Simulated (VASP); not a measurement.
# SnSe2 (P-3m1) in VASP: a series of runs

Runs on SnSe2. Level: r2SCAN. Tasks: single point, relaxation of cell and atoms.

All numbers are computed with VASP 6.6.1; they aren't measurements. Logs are shortened: lines on timing, memory, paths and dates and some standing lists are left out, and cuts for length are marked.

### Step 1. The cell of the first run

The structure is trigonal, space group P-3m1 (No. 164). Conventional cell: a = 3.841 Å, b = 3.841 Å, c = 6.522 Å, α = 90.00°, β = 90.00°, γ = 120.00°. Within 3.6 Å of Sn (site symmetry -3m) lie 6 Se at 2.72 Å. Within 3.6 Å of Se (site symmetry 3m) lie 3 Sn at 2.72 Å.

### Step 2. Single point, r2SCAN

Input file POSCAR:

```
SnSe2
1.0
    3.8408571099      0.0000000000      0.0000000000
   -1.9204285549      3.3262798294      0.0000000000
    0.0000000000      0.0000000000      6.5217206933
Sn Se
1 2
Direct
    0.0000000000      0.0000000000      0.0000000000
    0.6666666667      0.3333333333      0.7587140440
    0.3333333333      0.6666666667      0.2412859560
```

Input file INCAR.step1:

```
SYSTEM = SnSe2
PREC = Accurate
ENCUT = 520
ISMEAR = -1
SIGMA = 0.05
LREAL = .False.
LASPH = .True.
NELM = 100
NBANDS = 20
GGA = PE
ALGO = Normal
EDIFF = 1E-4
LWAVE = .True.
LCHARG = .False.
```

Input file INCAR.step2:

```
SYSTEM = SnSe2
PREC = Accurate
ENCUT = 520
EDIFF = 1E-6
ISMEAR = -1
SIGMA = 0.05
LREAL = .False.
LASPH = .True.
NELM = 100
ALGO = Normal
ISIF = 2
LWAVE = .False.
LCHARG = .False.
METAGGA = R2SCAN
LMIXTAU = .True.
NBANDS = 20
ISTART = 1
```

Input file KPOINTS:

```
regular mesh
0
Gamma
  8 8 5
  0 0 0
```

Potentials or basis: VASP PAW PBE potentials, release 64 (Sn_d, Se).

On the command line:

```console
$ cat potpaw_PBE.64/Sn_d/POTCAR potpaw_PBE.64/Se/POTCAR > POTCAR
$ cp INCAR.step1 INCAR
$ mpirun -np 1 vasp_std > vasp.out
$ cp INCAR.step2 INCAR
$ mpirun -np 1 vasp_std > vasp.out
```

OUTCAR:

```text
SYSTEM = SnSe2
   PREC = Accurate
   ENCUT = 520
   EDIFF = 1E-6
   ISMEAR = -1
   LREAL = .False.
   LASPH = .True.
   NELM = 100
   ISIF = 2
   METAGGA = R2SCAN
   ISTART = 1

 ion  position               nearest neighbor table
   1  0.000  0.000  0.000-   2 2.72   3 2.72   3 2.72   2 2.72   2 2.72   3 2.72
   2  0.667  0.333  0.759-   1 2.72   1 2.72   1 2.72
   3  0.333  0.667  0.241-   1 2.72   1 2.72   1 2.72

  LATTYP: Found a hexagonal cell.
 ALAT       =     3.8408571099
 C/A-ratio  =     1.6979857638

  Lattice vectors:

 A1 = (   3.8408571099,   0.0000000000,   0.0000000000)
 A2 = (  -1.9204285549,   3.3262798294,   0.0000000000)
 A3 = (   0.0000000000,   0.0000000000,   6.5217206933)

Analysis of symmetry for initial positions (statically):
=====================================================================
 Subroutine PRICEL returns:
 Original cell was already a primitive cell.

 Routine SETGRP: Setting up the symmetry group for a
 hexagonal supercell.

 Subroutine GETGRP returns: Found 12 space group operations
 (whereof 12 operations were pure point group operations)
 out of a pool of 24 trial point group operations.

The static configuration has the point symmetry D_3d.

Analysis of symmetry for dynamics (positions and initial velocities):
=====================================================================
 Subroutine PRICEL returns:
 Original cell was already a primitive cell.

 Routine SETGRP: Setting up the symmetry group for a
 hexagonal supercell.

 Subroutine GETGRP returns: Found 12 space group operations
 (whereof 12 operations were pure point group operations)
 out of a pool of 24 trial point group operations.

The dynamic configuration has the point symmetry D_3d.

 Subroutine INISYM returns: Found 12 space group operations
 (whereof 12 operations are pure point group operations),
 and found     1 'primitive' translations

----------------------------------------------------------------------------------------

                                     Primitive cell

  volume of cell :      83.3200

  direct lattice vectors                    reciprocal lattice vectors
     3.840857110  0.000000000  0.000000000     0.260358553  0.150318081  0.000000000
    -1.920428555  3.326279829  0.000000000     0.000000000  0.300636162  0.000000000
     0.000000000  0.000000000  6.521720693     0.000000000  0.000000000  0.153333767

  length of vectors
     3.840857110  3.840857110  6.521720693     0.300636161  0.300636162  0.153333767

  position of ions in fractional coordinates (direct lattice)
     0.000000000  0.000000000  0.000000000
     0.666666667  0.333333333  0.758714044
     0.333333333  0.666666667  0.241285956

  ion indices of the primitive-cell ions
   primitive index   ion index
                 1           1
                 2           2
                 3           3

----------------------------------------------------------------------------------------

 KPOINTS: regular mesh

Automatic generation of k-mesh.
 Grid dimensions read from file:
 generate k-points for:    8    8    5

 Generating k-lattice:

  Cartesian coordinates                     Fractional coordinates (reciprocal lattice)
     0.032544819  0.018789760  0.000000000     0.125000000  0.000000000  0.000000000
     0.000000000  0.037579520  0.000000000     0.000000000  0.125000000  0.000000000
     0.000000000  0.000000000  0.030666753     0.000000000  0.000000000  0.200000000

  Length of vectors
     0.037579520  0.037579520  0.030666753

  Shift w.r.t. Gamma in fractional coordinates (k-lattice)
     0.000000000  0.000000000  0.000000000

 Subroutine IBZKPT returns following result:
 ===========================================

 Found     40 irreducible k-points:

 Following reciprocal coordinates:
            Coordinates               Weight
  0.000000  0.000000  0.000000      1.000000
  0.125000  0.000000  0.000000      6.000000
  0.250000  0.000000  0.000000      6.000000
  0.375000  0.000000  0.000000      6.000000
  0.500000  0.000000  0.000000      3.000000
  0.125000  0.125000  0.000000      6.000000
[... 16 lines left out ...]
 -0.125000  0.500000  0.200000     12.000000
  0.250000  0.250000  0.200000     12.000000
 [... further k-points ...]
   k-points           NKPTS =     40   k-points in BZ     NKDIM =     40   number of bands    NBANDS=     20
   number of dos      NEDOS =    301   number of ions     NIONS =      3
   total plane-waves  NPLWV =  45000
   dimension x,y,z NGX =    30 NGY =   30 NGZ =   50
   dimension x,y,z NGXF=    60 NGYF=   60 NGZF=  100
   ions per type =               1   2
   NGX,Y,Z   is equivalent  to a cutoff of  12.99, 12.99, 12.75 a.u.
   NGXF,Y,Z  is equivalent  to a cutoff of  25.97, 25.97, 25.49 a.u.
 SYSTEM =  SnSe2
   PREC   = accura    normal or accurate (medium, high low for compatibility)
   ISTART =      1    job   : 0-new  1-cont  2-samecut
   ICHARG =      0    charge: 1-file 2-atom 10-const
   ISPIN  =      1    spin polarized calculation?
   LNONCOLLINEAR =      F non collinear calculations
   LSORBIT =      F    spin-orbit coupling
   LASPH  =      T    aspherical Exc in radial PAW
   ENCUT  =  520.0 eV  38.22 Ry    6.18 a.u.   7.14  7.14 12.13*2*pi/ulx,y,z
   NELM   =    100;   NELMIN=  2; NELMDL=  0     # of ELM steps
   EDIFF  = 0.1E-05   stopping-criterion for ELM
   LREAL  =      F    real-space projection
   EDIFFG = 0.1E-04   stopping-criterion for IOM
   NSW    =      0    number of steps for IOM
   IBRION =     -1    ionic relax: 0-MD 1-quasi-New 2-CG
   NFREE  =      0    steps in history (QN), initial steepest desc. (CG)
   ISIF   =      2    stress and relaxation
   ISYM   =      2    0-nonsym 1-usesym 2-fastsym
   POTIM  = 0.5000    time-step for ionic-motion
   TEBEG  =    0.0;   TEEND  =   0.0 temperature during run
   PSTRESS=    0.0 pullay stress
   NELECT =      26.0000    total number of electrons
   NUPDOWN=      -1.0000    fix difference up-down
   EMIN   =  10.00;   EMAX   =-10.00  energy-range for DOS
   EFERMI =   0.00;   METHOD = LEGACY
   ISMEAR =    -1;   SIGMA  =   0.05  broadening in eV -4-tet -1-fermi 0-gaus
   EFERMI_NEDOS =   21; number of points for ismear=-14 and -15
   IALGO  =     38    algorithm
   IMIX   =      4    mixing-type and parameters
     AMIX     =   0.40;   BMIX     =  1.00
     AMIX_MAG =   1.60;   BMIX_MAG =  1.00
  volume/ion in A,a.u.               =      27.77       187.42
  Fermi-wavevector in a.u.,A,eV,Ry     =   1.110409  2.098368 16.776089  1.233008
  Thomas-Fermi vector in A             =   2.246960
   LORBIT       =      0    0 simple, 1 ext, 2 COOP (PROOUT), +10 PAW based schemes
   METAGGA = R2SCAN    functional components
   LHFCALC =     F    Hartree Fock is set to
   AEXX    =    0.0000 exact exchange contribution
   IVDW    =     0    specifies the selected vdW correction
   LEPSILON=     F    determine dielectric tensor
   LRPA    =     F    only Hartree local field effects (RPA)
 non-spin polarized calculation
  energy-cutoff  :      520.00
  volume of cell :       83.32
 maximum number of plane-waves:      2269
 NGX is ok and might be reduce to    30
   NGX = 15   NGY = 15   NGZ = 25

 number of electron      25.9999988 magnetization

 Free energy of the ion-electron system (eV)
  ---------------------------------------------------
  ext. energy  EPLUGINS =         0.00000000
  ---------------------------------------------------
  free energy    TOTEN  =       -54.63815805 eV

  energy without entropy =      -54.63815500  energy(sigma->0) =      -54.63815653

 E-fermi :   3.5615     XC(G=0):  -9.5884

 val. band max:        3.0282145810   @ k =   0.1250   0.0000   0.2000
 cond. band min:       4.0454552856   @ k =   0.5000   0.0000   0.4000
 fundamental gap:      1.0172407046
 Fermi energy:         3.5615279718

 k-point     1 :       0.0000    0.0000    0.0000
  band No.  band energies     occupation
      1     -18.7771      2.00000
      2     -18.7770      2.00000
      3     -18.7224      2.00000
      4     -18.7152      2.00000
      5     -18.7152      2.00000
      6     -11.0584      2.00000
[... 12 lines left out ...]
     19      12.5815      0.00000
     20      12.5815      0.00000

 k-point     2 :       0.1250    0.0000    0.0000
  band No.  band energies     occupation
      1     -18.7846      2.00000
      2     -18.7723      2.00000
      3     -18.7198      2.00000
      4     -18.7168      2.00000
      5     -18.7139      2.00000
      6     -10.9044      2.00000
[... 12 lines left out ...]
     19      11.9451      0.00000
     20      12.7824      0.00000

 k-point     3 :       0.2500    0.0000    0.0000
  band No.  band energies     occupation
      1     -18.8045      2.00000
      2     -18.7634      2.00000
      3     -18.7262      2.00000
      4     -18.7083      2.00000
      5     -18.7061      2.00000
      6     -10.4695      2.00000
[... 12 lines left out ...]
     19      12.0356      0.00000
     20      12.7917      0.00000

 k-point     4 :       0.3750    0.0000    0.0000
  band No.  band energies     occupation
      1     -18.8256      2.00000
      2     -18.7582      2.00000
      3     -18.7326      2.00000
      4     -18.6988      2.00000
      5     -18.6943      2.00000
      6      -9.8679      2.00000
[... 12 lines left out ...]
     19      12.7342      0.00000
     20      13.4652      0.00000

 k-point     5 :       0.5000    0.0000    0.0000
  band No.  band energies     occupation
      1     -18.8344      2.00000
      2     -18.7571      2.00000
      3     -18.7351      2.00000
      4     -18.6938      2.00000
      5     -18.6894      2.00000
      6      -9.4736      2.00000
[... 12 lines left out ...]
     19      13.2428      0.00000
     20      13.8162      0.00000
[... 353 lines left out ...]
      6     -10.0527      2.00000
[... 12 lines left out ...]
     19      11.2333      0.00000
     20      12.8068      0.00000

 k-point    22 :       0.3750    0.1250    0.2000
  band No.  band energies     occupation
      1     -18.8256      2.00000
      2     -18.7647      2.00000
      3     -18.7304      2.00000
      4     -18.6993      2.00000
      5     -18.6902      2.00000
      6      -9.4983      2.00000
[... 12 lines left out ...]
     19      13.1046      0.00000
     20      14.0757      0.00000

 k-point    23 :      -0.1250    0.5000    0.2000
  band No.  band energies     occupation
      1     -18.8256      2.00000
      2     -18.7647      2.00000
      3     -18.7304      2.00000
      4     -18.6994      2.00000
      5     -18.6901      2.00000
      6      -9.4993      2.00000
[... 12 lines left out ...]
     19      12.5357      0.00000
     20      13.6377      0.00000

 k-point    24 :       0.2500    0.2500    0.2000
  band No.  band energies     occupation
      1     -18.8132      2.00000
      2     -18.7759      2.00000
      3     -18.7223      2.00000
      4     -18.7087      2.00000
      5     -18.6904      2.00000
      6      -9.5357      2.00000
[... 12 lines left out ...]
     19      11.1598      0.00000
     20      13.1472      0.00000

 [... further k-points ...]
[... 5 lines left out ...]
  --------------------------------------------------------------------------------------
  -------------------------------------------------------------------------------------
  Total        0.0308358      0.0308358      0.0309335      0.0000000      0.0000000      0.0000000
  in kB        0.5929483      0.5929483      0.5948263      0.0000000      0.0000000      0.0000000
  external PRESSURE =       0.5935743 kB  Pullay stress =       0.0000000 kB

 VOLUME and BASIS-vectors are now :
 -----------------------------------------------------------------------------
  energy-cutoff  :      520.00
  volume of cell :       83.32
      direct lattice vectors                 reciprocal lattice vectors
     3.840857110  0.000000000  0.000000000     0.260358553  0.150318081  0.000000000
    -1.920428555  3.326279829  0.000000000     0.000000000  0.300636162  0.000000000
     0.000000000  0.000000000  6.521720693     0.000000000  0.000000000  0.153333767

 POSITION                                       TOTAL-FORCE (eV/Angst)
 -----------------------------------------------------------------------------------
      0.00000      0.00000      0.00000        -0.000000      0.000000      0.000000
      1.92043      1.10876      4.94812         0.000000     -0.000000     -0.012511
     -0.00000      2.21752      1.57360        -0.000000      0.000000      0.012511
 -----------------------------------------------------------------------------------
    total drift:                               -0.000000      0.000000      0.000000

  FREE ENERGIE OF THE ION-ELECTRON SYSTEM (eV)
  ---------------------------------------------------
  free  energy   TOTEN  =       -54.6381580470 eV

  energy  without entropy=      -54.6381550035  energy(sigma->0) =      -54.63815653
```

Run time: 3.3 min. Hardware: 1 thread of Intel Xeon Platinum 8488C (Sapphire Rapids), shared host; peak memory 0.24 GiB.

Results:

```yaml
Free_energy: -54.6382 eV
Pressure: 0.1 GPa
Largest_force: 0.013 eV/Å
Band_gap_on_the_k_mesh: 1.02 eV, indirect (least direct gap 1.49 eV)
```

Forces in eV/Å, atoms in the order of the input:
```
Sn   0.000  0.000  0.000
Se   0.000  0.000 -0.013
Se   0.000  0.000  0.013
```

Levels at points of the mesh, in eV from the valence-band top:
```tsv
k point	band 11	band 12	band 13	band 14	band 15	band 16
(0.00, 0.00, 0.00)	-0.27	-0.20	-0.20	1.50	3.61	5.06
(0.50, 0.00, 0.00)	-2.41	-0.95	-0.27	1.33	4.36	5.98
```

Caveat: the PAW data sets were made with another functional, which shifts forces and pressure a little; spin-orbit coupling is left out, which moves the levels of the heavy elements.

### Step 3. Relaxation of cell and atoms, r2SCAN

This run uses another cell than the first one, of 25.73 Å³/atom, 0.926 times its volume.

Input file POSCAR:

```
SnSe2
1.0
    3.8110000000      0.0000000000      0.0000000000
   -1.9055000000      3.3004228138      0.0000000000
    0.0000000000      0.0000000000      6.1360000000
Sn Se
1 2
Direct
    0.0000000000      0.0000000000      0.0000000000
    0.6666666667      0.3333333333      0.7510000000
    0.3333333333      0.6666666667      0.2490000000
```

Input file INCAR.step1:

```
SYSTEM = SnSe2
PREC = Accurate ; ENCUT = 600
ISMEAR = -1 ; SIGMA = 0.05
LREAL = .False. ; LASPH = .True.
NELM = 100 ; GGA = PE
ALGO = Normal ; EDIFF = 1E-4
LWAVE = .True. ; LCHARG = .False.
```

Input file INCAR.step2:

```
SYSTEM = SnSe2
PREC = Accurate ; ENCUT = 600
EDIFF = 1E-6 ; ISMEAR = -1
SIGMA = 0.05 ; LREAL = .False.
LASPH = .True. ; NELM = 100
ALGO = Normal ; ISIF = 3
LWAVE = .False. ; LCHARG = .False.
METAGGA = R2SCAN ; LMIXTAU = .True.
IBRION = 2 ; NSW = 60
EDIFFG = -0.01 ; ISTART = 1
```

KPOINTS is that of step 2.

Potentials or basis: VASP PAW PBE potentials, release 64 (Sn_d, Se).

On the command line:

```console
$ cat potpaw_PBE.64/Sn_d/POTCAR potpaw_PBE.64/Se/POTCAR > POTCAR
$ cp INCAR.step1 INCAR
$ mpirun -np 1 vasp_std > vasp.out
$ cp INCAR.step2 INCAR
$ mpirun -np 1 vasp_std > vasp.out
```

Run time: 22 min. Hardware: 1 thread of Intel Xeon Platinum 8488C (Sapphire Rapids), shared host; peak memory 0.26 GiB.

The run converged. Its results:

* Free energy: -54.6390 eV
* Relaxed volume: 27.86 Å³/atom
* Relaxed cell: a = 3.843 Å, b = 3.843 Å, c = 6.535 Å, α = 90.00°, β = 90.00°, γ = 120.00°
* Space group after relaxing (to 0.05 Å): P-3m1 (No. 164)
* Energy gained by relaxing: 17.6 meV/atom
* Ionic steps: 11
* Pressure after relaxing: 0.0 GPa
* Largest force after relaxing: 0.004 eV/Å
* Band gap on the k mesh: 1.02 eV, indirect (least direct gap 1.49 eV)

Forces in eV/Å, atoms in the order of the input:
```
Sn   0.000  0.000  0.000
Se   0.000  0.000 -0.004
Se   0.000  0.000  0.004
```

The path:
```
step  energy change (eV)  largest force (eV/Å)  pressure (GPa)  volume (Å³)
   1              0.0000                0.5329            3.66        77.18
   2             -0.0068                0.5180           -2.86        83.92
   3             -0.0450                0.0466           -0.04        80.56
   4             -0.0450                0.0359            0.03        80.49
   5             -0.0464                0.0564            0.07        80.52
   6             -0.0475                0.0991            0.16        80.58
   7             -0.0486                0.0933            0.10        80.89
   8             -0.0511                0.0760           -0.05        81.83
   9             -0.0525                0.0431           -0.28        83.71
  10             -0.0506                0.1352            0.67        83.23
  11             -0.0528                0.0044           -0.02        83.58
```

Final structure:
```xyz
3
Lattice="3.8429 0.0000 0.0000 -1.9214 3.3280 0.0000 0.0000 0.0000 6.5354" Properties=species:S:1:pos:R:3 pbc="T T T"
Sn    0.0000    0.0000    0.0000
Se    1.9214    1.1093    4.9615
Se    0.0000    2.2187    1.5739
```

Levels at points of the mesh, in eV from the valence-band top:
| k point | band 9 | band 10 | band 11 | band 12 | band 13 | band 14 | band 15 | band 16 | band 17 |
| --- | --- | --- | --- | --- | --- | --- | --- | --- | --- |
| (0.00, 0.00, 0.00) | -0.54 | -0.54 | -0.27 | -0.20 | -0.20 | 1.49 | 3.60 | 5.06 | 5.06 |
| (0.50, 0.00, 0.00) | -4.35 | -2.64 | -2.41 | -0.94 | -0.27 | 1.32 | 4.36 | 5.99 | 6.07 |

Caveat: the PAW data sets were made with another functional, which shifts forces and pressure a little; spin-orbit coupling is left out, which moves the levels of the heavy elements. Zero-point motion and thermal expansion aren't in these numbers.
